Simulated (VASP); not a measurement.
# CaO (Fm-3m) in VASP: further runs, part 2 of 2

VASP 6.6.1.

### Step 5. Single point, r2SCAN

This run uses another cell than the first one, of 14.03 Å³/atom, 1.051 times its volume.

POSCAR

```
CaO
1.0
    2.4117632683      2.4117632683      0.0000000000
   -2.4117632683      2.4117632683      0.0000000000
    0.0000000000      2.4117632683      2.4117632683
Ca O
1 1
Direct
    0.0000000000      0.0000000000      0.0000000000
    0.5000000000      0.5000000000      0.0000000000
```

INCAR.step1

```
SYSTEM = CaO
PREC = Accurate
ENCUT = 520
ISMEAR = 0
SIGMA = 0.01
LREAL = .False.
LASPH = .True.
NELM = 80
NBANDS = 15
GGA = PE
ALGO = Normal
EDIFF = 1E-4
LWAVE = .True.
LCHARG = .False.
```

INCAR.step2

```
SYSTEM = CaO
PREC = Accurate
ENCUT = 520
EDIFF = 1E-7
ISMEAR = 0
SIGMA = 0.01
LREAL = .False.
LASPH = .True.
NELM = 80
ALGO = Normal
ISIF = 2
LWAVE = .False.
LCHARG = .True.
METAGGA = R2SCAN
LMIXTAU = .True.
LELF = .True.
LVHAR = .True.
NBANDS = 15
ISTART = 1
```

KPOINTS

```
Automatic mesh
0
Gamma
  8 8 8
  0 0 0
```

Potentials or basis: VASP PAW PBE potentials, release 64 (Ca_sv, O).

On the command line:

```console
$ cat potpaw_PBE.64/Ca_sv/POTCAR potpaw_PBE.64/O/POTCAR > POTCAR
$ cp INCAR.step1 INCAR
$ mpirun -np 1 vasp_std > vasp.out
$ cp INCAR.step2 INCAR
$ mpirun -np 1 vasp_std > vasp.out
```

OUTCAR:

```text
SYSTEM = CaO
   PREC = Accurate
   ENCUT = 520
   EDIFF = 1E-7
   ISMEAR = 0
   LREAL = .False.
   LASPH = .True.
   NELM = 80
   ISIF = 2
   METAGGA = R2SCAN
   ISTART = 1

 ion  position               nearest neighbor table
   1  0.000  0.000  0.000-   2 2.41   2 2.41   2 2.41   2 2.41   2 2.41   2 2.41
   2  0.500  0.500  0.000-   1 2.41   1 2.41   1 2.41   1 2.41   1 2.41   1 2.41

  LATTYP: Found a face centered cubic cell.
 ALAT       =     4.8235265366

  Lattice vectors:

 A1 = (   0.0000000000,   2.4117632683,   2.4117632683)
 A2 = (   2.4117632683,   0.0000000000,   2.4117632683)
 A3 = (   2.4117632683,   2.4117632683,   0.0000000000)

Analysis of symmetry for initial positions (statically):
=====================================================================
 Subroutine PRICEL returns:
 Original cell was already a primitive cell.

 Routine SETGRP: Setting up the symmetry group for a
 face centered cubic supercell.

 Subroutine GETGRP returns: Found 48 space group operations
 (whereof 48 operations were pure point group operations)
 out of a pool of 48 trial point group operations.

The static configuration has the point symmetry O_h .

Analysis of symmetry for dynamics (positions and initial velocities):
=====================================================================
 Subroutine PRICEL returns:
 Original cell was already a primitive cell.

 Routine SETGRP: Setting up the symmetry group for a
 face centered cubic supercell.

 Subroutine GETGRP returns: Found 48 space group operations
 (whereof 48 operations were pure point group operations)
 out of a pool of 48 trial point group operations.

The dynamic configuration has the point symmetry O_h .

 Subroutine INISYM returns: Found 48 space group operations
 (whereof 48 operations are pure point group operations),
 and found     1 'primitive' translations

----------------------------------------------------------------------------------------

                                     Primitive cell

  volume of cell :      28.0565

  direct lattice vectors                    reciprocal lattice vectors
     2.411763268  2.411763268  0.000000000     0.207317197  0.207317197 -0.207317197
    -2.411763268  2.411763268  0.000000000    -0.207317197  0.207317197 -0.207317197
     0.000000000  2.411763268  2.411763268     0.000000000  0.000000000  0.414634393

  length of vectors
     3.410748323  3.410748323  3.410748323     0.359083918  0.359083918  0.414634393

  position of ions in fractional coordinates (direct lattice)
     0.000000000  0.000000000  0.000000000
     0.500000000  0.500000000  0.000000000

  ion indices of the primitive-cell ions
   primitive index   ion index
                 1           1
                 2           2

----------------------------------------------------------------------------------------

 KPOINTS: Automatic mesh

Automatic generation of k-mesh.
 Grid dimensions read from file:
 generate k-points for:    8    8    8

 Generating k-lattice:

  Cartesian coordinates                     Fractional coordinates (reciprocal lattice)
     0.025914650  0.025914650 -0.025914650     0.125000000  0.000000000  0.000000000
    -0.025914650  0.025914650 -0.025914650     0.000000000  0.125000000  0.000000000
     0.000000000  0.000000000  0.051829299     0.000000000  0.000000000  0.125000000

  Length of vectors
     0.044885490  0.044885490  0.051829299

  Shift w.r.t. Gamma in fractional coordinates (k-lattice)
     0.000000000  0.000000000  0.000000000

 Subroutine IBZKPT returns following result:
 ===========================================

 Found     29 irreducible k-points:

 Following reciprocal coordinates:
            Coordinates               Weight
  0.000000  0.000000  0.000000      1.000000
  0.125000  0.000000  0.000000      8.000000
  0.250000  0.000000  0.000000      8.000000
  0.375000  0.000000  0.000000      8.000000
  0.500000  0.000000  0.000000      4.000000
  0.125000  0.125000  0.000000     12.000000
[... 16 lines left out ...]
  0.375000  0.250000  0.125000     48.000000
  0.500000  0.250000  0.125000     24.000000
 [... further k-points ...]
   k-points           NKPTS =     29   k-points in BZ     NKDIM =     29   number of bands    NBANDS=     15
   number of dos      NEDOS =    301   number of ions     NIONS =      2
   total plane-waves  NPLWV =  21952
   dimension x,y,z NGX =    28 NGY =   28 NGZ =   28
   dimension x,y,z NGXF=    56 NGYF=   56 NGZF=   56
   ions per type =               1   1
   NGX,Y,Z   is equivalent  to a cutoff of  13.65, 13.65, 13.65 a.u.
   NGXF,Y,Z  is equivalent  to a cutoff of  27.30, 27.30, 27.30 a.u.
 SYSTEM =  CaO
   PREC   = accura    normal or accurate (medium, high low for compatibility)
   ISTART =      1    job   : 0-new  1-cont  2-samecut
   ICHARG =      0    charge: 1-file 2-atom 10-const
   ISPIN  =      1    spin polarized calculation?
   LNONCOLLINEAR =      F non collinear calculations
   LSORBIT =      F    spin-orbit coupling
   LASPH  =      T    aspherical Exc in radial PAW
   ENCUT  =  520.0 eV  38.22 Ry    6.18 a.u.   6.34  6.34  6.34*2*pi/ulx,y,z
   NELM   =     80;   NELMIN=  2; NELMDL=  0     # of ELM steps
   EDIFF  = 0.1E-06   stopping-criterion for ELM
   LREAL  =      F    real-space projection
   EDIFFG = 0.1E-05   stopping-criterion for IOM
   NSW    =      0    number of steps for IOM
   IBRION =     -1    ionic relax: 0-MD 1-quasi-New 2-CG
   NFREE  =      0    steps in history (QN), initial steepest desc. (CG)
   ISIF   =      2    stress and relaxation
   ISYM   =      2    0-nonsym 1-usesym 2-fastsym
   POTIM  = 0.5000    time-step for ionic-motion
   TEBEG  =    0.0;   TEEND  =   0.0 temperature during run
   PSTRESS=    0.0 pullay stress
   NELECT =      16.0000    total number of electrons
   NUPDOWN=      -1.0000    fix difference up-down
   EMIN   =  10.00;   EMAX   =-10.00  energy-range for DOS
   EFERMI =   0.00;   METHOD = LEGACY
   ISMEAR =     0;   SIGMA  =   0.01  broadening in eV -4-tet -1-fermi 0-gaus
   EFERMI_NEDOS =   21; number of points for ismear=-14 and -15
   IALGO  =     38    algorithm
   IMIX   =      4    mixing-type and parameters
     AMIX     =   0.40;   BMIX     =  1.00
     AMIX_MAG =   1.60;   BMIX_MAG =  1.00
  volume/ion in A,a.u.               =      14.03        94.67
  Fermi-wavevector in a.u.,A,eV,Ry     =   1.357595  2.565482 25.076401  1.843064
  Thomas-Fermi vector in A             =   2.484500
   LORBIT       =      0    0 simple, 1 ext, 2 COOP (PROOUT), +10 PAW based schemes
   METAGGA = R2SCAN    functional components
   LHFCALC =     F    Hartree Fock is set to
   AEXX    =    0.0000 exact exchange contribution
   IVDW    =     0    specifies the selected vdW correction
   LEPSILON=     F    determine dielectric tensor
   LRPA    =     F    only Hartree local field effects (RPA)
 non-spin polarized calculation
 Gauss-broadening in eV      SIGMA  =   0.01
  energy-cutoff  :      520.00
  volume of cell :       28.06
 maximum number of plane-waves:       775
 NGX is ok and might be reduce to    28
   NGX = 13   NGY = 13   NGZ = 13

 number of electron      15.9999998 magnetization

 Free energy of the ion-electron system (eV)
  ---------------------------------------------------
  ext. energy  EPLUGINS =         0.00000000
  ---------------------------------------------------
  free energy    TOTEN  =       -19.45369511 eV

  energy without entropy =      -19.45369511  energy(sigma->0) =      -19.45369511

 E-fermi :   2.0149     XC(G=0): -11.0181

 val. band max:        1.9557041007   @ k =   0.0000   0.0000   0.0000
 cond. band min:       6.1468466042   @ k =   0.5000   0.5000   0.0000
 fundamental gap:      4.1911425035
 Fermi energy:         2.0148734810

 k-point     1 :       0.0000    0.0000    0.0000
  band No.  band energies     occupation
      1     -37.1460      2.00000
      2     -17.0453      2.00000
      3     -17.0452      2.00000
      4     -17.0452      2.00000
      5     -14.4972      2.00000
      6       1.9557      2.00000
      7       1.9557      2.00000
      8       1.9557      2.00000
      9       7.2942      0.00000
     10       8.7815      0.00000
     11       8.7815      0.00000
     12       8.7815      0.00000
     13      10.3587      0.00000
     14      10.3587      0.00000
[... 401 lines left out ...]
      2     -17.9609      2.00000
      3     -17.2717      2.00000
      4     -17.1646      2.00000
      5     -13.5570      2.00000
      6      -0.0524      2.00000
      7       0.8479      2.00000
      8       0.9188      2.00000
      9       9.2927      0.00000
     10       9.3802      0.00000
     11      11.3436      0.00000
     12      11.5442      0.00000
     13      12.8445      0.00000
     14      14.5808      0.00000
     15      16.6875      0.00000

 [... further k-points ...]
[... 5 lines left out ...]
  --------------------------------------------------------------------------------------
  -------------------------------------------------------------------------------------
  Total       -0.1775634     -0.1775634     -0.1775634     -0.0000000      0.0000000     -0.0000000
  in kB      -10.1398172    -10.1398172    -10.1398172     -0.0000000      0.0000000     -0.0000000
  external PRESSURE =     -10.1398172 kB  Pullay stress =       0.0000000 kB

 VOLUME and BASIS-vectors are now :
 -----------------------------------------------------------------------------
  energy-cutoff  :      520.00
  volume of cell :       28.06
      direct lattice vectors                 reciprocal lattice vectors
     2.411763268  2.411763268  0.000000000     0.207317197  0.207317197 -0.207317197
    -2.411763268  2.411763268  0.000000000    -0.207317197  0.207317197 -0.207317197
     0.000000000  2.411763268  2.411763268     0.000000000  0.000000000  0.414634393

 POSITION                                       TOTAL-FORCE (eV/Angst)
 -----------------------------------------------------------------------------------
      0.00000      0.00000      0.00000         0.000000     -0.000000      0.000000
      0.00000      2.41176      0.00000        -0.000000      0.000000      0.000000
 -----------------------------------------------------------------------------------
    total drift:                               -0.000000      0.000000     -0.000000

  FREE ENERGIE OF THE ION-ELECTRON SYSTEM (eV)
  ---------------------------------------------------
  free  energy   TOTEN  =       -19.4536951109 eV

  energy  without entropy=      -19.4536951109  energy(sigma->0) =      -19.45369511
```

Wall time 85 s (1 thread of Intel Xeon Platinum 8259CL at 2.50GHz (Skylake/Cascade Lake), shared host); peak memory 0.17 GiB.

What came out:

```yaml
Free_energy: -19.4537 eV
Pressure: -1.0 GPa
Band_gap_on_the_k_mesh: 4.19 eV, indirect (least direct gap 4.57 eV)
```

Caveat: the PAW data sets were made with another functional, which shifts forces and pressure a little. r2SCAN opens gaps a little over a GGA but as a rule still falls short of measured ones.

### Step 6. Single point, r2SCAN

This run uses another cell than the first one, of 13.55 Å³/atom, 1.016 times its volume.

POSCAR

```
CaO
1.0
    2.3843286067      2.3843286067      0.0000000000
   -2.3843286067      2.3843286067      0.0000000000
    0.0000000000      2.3843286067      2.3843286067
Ca O
1 1
Direct
    0.0000000000      0.0000000000      0.0000000000
    0.5000000000      0.5000000000      0.0000000000
```

INCAR.step1

```
SYSTEM = CaO
  PREC = Accurate
  ENCUT = 910
  ISMEAR = 0
  SIGMA = 0.01
  LREAL = .FALSE.
  LASPH = .TRUE.
  NELM = 120
  NBANDS = 15
  GGA = PE
  ALGO = Normal
  EDIFF = 1E-5
  LWAVE = .TRUE.
  LCHARG = .FALSE.
  GGA_COMPAT = .FALSE.
```

INCAR.step2

```
SYSTEM = CaO
  PREC = Accurate
  ENCUT = 910
  EDIFF = 1E-6
  ISMEAR = 0
  SIGMA = 0.01
  LREAL = .FALSE.
  LASPH = .TRUE.
  NELM = 120
  ALGO = Normal
  ISIF = 2
  LWAVE = .FALSE.
  LCHARG = .FALSE.
  METAGGA = R2SCAN
  LMIXTAU = .TRUE.
  NBANDS = 15
  ISTART = 1
  GGA_COMPAT = .FALSE.
```

KPOINTS

```
Automatic mesh
0
G
  8 8 8
  0 0 0
```

Potentials or basis: VASP PAW PBE potentials, release 64 (Ca_sv, O_h).

On the command line:

```console
$ cat potpaw_PBE.64/Ca_sv/POTCAR potpaw_PBE.64/O_h/POTCAR > POTCAR
$ cp INCAR.step1 INCAR
$ mpirun -np 1 vasp_std > vasp.out
$ cp INCAR.step2 INCAR
$ mpirun -np 1 vasp_std > vasp.out
```

Run time: 48 s. Hardware: 1 thread of Intel Xeon 6975P-C (Granite Rapids), shared host; peak memory 0.22 GiB.

Results (log left out):

```
Free energy            : -19.4573 eV
Pressure               : 3.0 GPa
Band gap on the k mesh : 4.19 eV, indirect (least direct gap 4.55 eV)
```

Levels at points of the mesh, in eV from the valence-band top:
| k point | band 4 | band 5 | band 6 | band 7 | band 8 | band 9 | band 10 | band 11 | band 12 | band 13 |
| --- | --- | --- | --- | --- | --- | --- | --- | --- | --- | --- |
| (0.00, 0.00, 0.00) | -18.83 | -16.52 | 0.00 | 0.00 | 0.00 | 5.63 | 6.92 | 6.92 | 6.92 | 8.55 |
| (0.50, 0.00, 0.00) | -18.88 | -15.13 | -2.66 | -1.24 | -1.24 | 7.81 | 9.18 | 9.18 | 9.41 | 11.40 |
| (0.50, 0.50, 0.00) | -19.08 | -16.30 | -1.28 | -0.37 | -0.37 | 4.19 | 8.94 | 9.77 | 10.40 | 10.40 |

Caveat: the cutoff is under 1.25 times the usual one of these potentials, so pressure, stress and relaxed cells hold a basis-set (Pulay) error; the PAW data sets were made with another functional, which shifts forces and pressure a little. r2SCAN opens gaps a little over a GGA but as a rule still falls short of measured ones.

### Step 7. The runs side by side

| potentials or basis | cell | cutoff (eV) | second run | gap on the mesh (eV) | pressure (GPa) |
| --- | --- | --- | --- | --- | --- |
| VASP PAW PBE potentials, release 64 (Ca_sv, O) | a = 3.355 Å, angles 60.0, 60.0, 90.0°, 2 atoms | 520 | - | 4.17 | 5.2 |
| VASP PAW PBE potentials, release 64 (Ca_sv, O) | a = 3.411 Å, angles 60.0, 60.0, 90.0°, 2 atoms | 520 | - | 4.19 | -1.0 |
| VASP PAW PBE potentials, release 64 (Ca_sv, O_h) | a = 3.372 Å, angles 60.0, 60.0, 90.0°, 2 atoms | 910 | hard_potentials | 4.19 | 3.0 |

Alike in all rows: task single point; level r2SCAN; no spin polarisation; k mesh 8 × 8 × 8; smearing gaussian 0.01 eV.

Caveats: the PAW data sets were made with another functional, which shifts forces and pressure a little; the cutoff is under 1.25 times the usual one of these potentials, so pressure, stress and relaxed cells hold a basis-set (Pulay) error (some runs).

Absolute energies hang on the potentials; compare differences alone.
